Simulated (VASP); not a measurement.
Write the native input for VASP 6.6.1 that does the following.

* Task: single point
* Functional: PBEsol
* Potentials or basis: VASP PAW PBE potentials, release 64 (Al)
* Cutoff: 500 eV
* k mesh: 12 × 12 × 12
* Occupations: fermi-dirac, width 0.15 eV
* Spin: no spin polarisation
* Dipole correction: no
* Further INCAR settings: ALGO = Normal; EDIFF = 1e-06; NBANDS = 8

The structure of Al lies in POSCAR:

```
Al
1.0
    0.0000000000      2.0248050000      2.0248050000
    2.0248050000      0.0000000000      2.0248050000
    2.0248050000      2.0248050000      0.0000000000
Al
1
Direct
    0.0000000000      0.0000000000      0.0000000000
```

One way to write it, as run:

INCAR

```
SYSTEM = Al
  PREC = Accurate
  ENCUT = 500
  EDIFF = 1E-6
  ISMEAR = -1
  SIGMA = 0.15
  LREAL = .False.
  LASPH = .True.
  NELM = 120
  ALGO = Normal
  ISIF = 2
  LWAVE = .False.
  LCHARG = .True.
  GGA = PS
  LELF = .True.
  LVHAR = .True.
  NBANDS = 8
  GGA_COMPAT = .False.
```

KPOINTS

```
Automatic mesh
0
Gamma
  12 12 12
  0 0 0
```

Potentials or basis: VASP PAW PBE potentials, release 64 (Al).

The run is started by

```console
$ cat potpaw_PBE.64/Al/POTCAR > POTCAR
$ mpirun -np 1 vasp_std > vasp.out
```

It gave:

The pressure is -1.8 GPa.

Caveat: the PAW data sets were made with another functional, which shifts forces and pressure a little.

Run time: 12 s on 1 thread of Intel Xeon 8259CL, on a shared host, peak memory 0.13 GiB.
